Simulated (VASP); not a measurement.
Set up this calculation in VASP 6.6.1, as the native input.

| Quantity | Value |
| --- | --- |
| Task | single point |
| Functional | r2SCAN |
| Potentials or basis | VASP PAW PBE potentials, release 64 (Zn, S) |
| Cutoff | 520 eV |
| k mesh | 6 × 6 × 4 |
| Occupations | gaussian, width 0.02 eV |
| Spin | no spin polarisation |
| Dipole correction | no |
| Further INCAR settings | ALGO = Normal; EDIFF = 1e-06; NBANDS = 26 |

Crystal: ZnS.

```
CELL_PARAMETERS angstrom
3.88265 0.00000 0.00000
-1.94132 3.36247 0.00000
0.00000 0.00000 6.17267
ATOMIC_POSITIONS crystal
Zn 0.33333 0.66667 0.99765
Zn 0.66667 0.33333 0.49765
S 0.33333 0.66667 0.37735
S 0.66667 0.33333 0.87735
```

This cell differs from its parent crystal: biaxial strain in the a-b plane: +2.0 %, then relaxed in part.

These files were run (other wordings do the same):

POSCAR

```
ZnS
1.0
    3.8826489718      0.0000000000      0.0000000000
   -1.9413244859      3.3624726435      0.0000000000
    0.0000000000      0.0000000000      6.1726723312
Zn S
2 2
Direct
    0.3333333333      0.6666666667     -0.0023534089
    0.6666666667      0.3333333333      0.4976465911
    0.3333333333      0.6666666667      0.3773534089
    0.6666666667      0.3333333333      0.8773534089
```

INCAR.step1

```
SYSTEM = ZnS
  ALGO = Normal
  EDIFF = 1E-4
  ENCUT = 520
  GGA = PE
  ISMEAR = 0
  LASPH = .TRUE.
  LCHARG = .FALSE.
  LREAL = .FALSE.
  LWAVE = .TRUE.
  NBANDS = 26
  NELM = 60
  PREC = Accurate
  SIGMA = 0.02
```

INCAR.step2

```
SYSTEM = ZnS
  ALGO = Normal
  EDIFF = 1E-6
  ENCUT = 520
  ISIF = 2
  ISMEAR = 0
  ISTART = 1
  LASPH = .TRUE.
  LCHARG = .FALSE.
  LMIXTAU = .TRUE.
  LREAL = .FALSE.
  LWAVE = .FALSE.
  METAGGA = R2SCAN
  NBANDS = 26
  NELM = 60
  PREC = Accurate
  SIGMA = 0.02
```

KPOINTS

```
k-points
0
G
  6 6 4
  0 0 0
```

Potentials or basis: VASP PAW PBE potentials, release 64 (Zn, S).

The run is started by

```sh
$ cat potpaw_PBE.64/Zn/POTCAR potpaw_PBE.64/S/POTCAR > POTCAR
$ cp INCAR.step1 INCAR
$ mpirun -np 1 vasp_std > vasp.out
$ cp INCAR.step2 INCAR
$ mpirun -np 1 vasp_std > vasp.out
```

It gave:

- Pressure: -1.9 GPa
- Largest force: 0.004 eV/Å
- Band gap on the k mesh: 2.66 eV

Caveat: the cell differs from its parent crystal (biaxial strain in the a-b plane: +2.0 %, then relaxed in part); the PAW data sets were made with another functional, which shifts forces and pressure a little.

Wall time 3.5 min on 1 thread of Intel Xeon 8259CL, on a shared host, peak memory 0.22 GiB.
